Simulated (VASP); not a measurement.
Write the native input for VASP 6.6.1 that does the following.

| Quantity | Value |
| --- | --- |
| Task | relaxation of the atoms |
| Functional | PBE |
| Potentials or basis | VASP PAW PBE potentials, release 64 (B, P) |
| Cutoff | 520 eV |
| k mesh | 16 × 16 × 16 |
| Occupations | fermi-dirac, width 0.02 eV |
| Spin | no spin polarisation |
| Dipole correction | no |
| Further INCAR settings | ALGO = Normal; EDIFF = 1e-06; IBRION = 2; EDIFFG = -0.02; NSW = 80 |

The structure of BP lies in POSCAR:

```
BP
1.0
    0.0000000000      2.2988586873      2.2988586873
    2.2988586873      0.0000000000      2.2988586873
    2.2988586873      2.2988586873      0.0000000000
B P
1 1
Direct
    0.0000000000      0.0000000000      0.0000000000
    0.2500000000      0.2500000000      0.2500000000
```

The input as run:

INCAR

```
ALGO = Normal
EDIFF = 1E-6
EDIFFG = -0.02
ENCUT = 520
GGA = PE
IBRION = 2
ISIF = 2
ISMEAR = -1
LASPH = T
LCHARG = F
LREAL = F
LWAVE = F
NELM = 100
NSW = 80
PREC = Accurate
SIGMA = 0.02
```

KPOINTS

```
k-points
0
Gamma
  16 16 16
```

Potentials or basis: VASP PAW PBE potentials, release 64 (B, P).

Launch:

```sh
$ cat potpaw_PBE.64/B/POTCAR potpaw_PBE.64/P/POTCAR > POTCAR
$ mpirun -np 1 vasp_std > vasp.out
```

It gave:

The pressure after relaxing is -5.1 GPa. The band gap on the k mesh is 1.31 eV (least direct gap 3.35 eV).

Caveat: the relaxation stopped at its first step, so nothing moved.

Wall time 22 s on 1 thread of Intel Xeon 8259CL (shared host), peak memory 0.15 GiB.
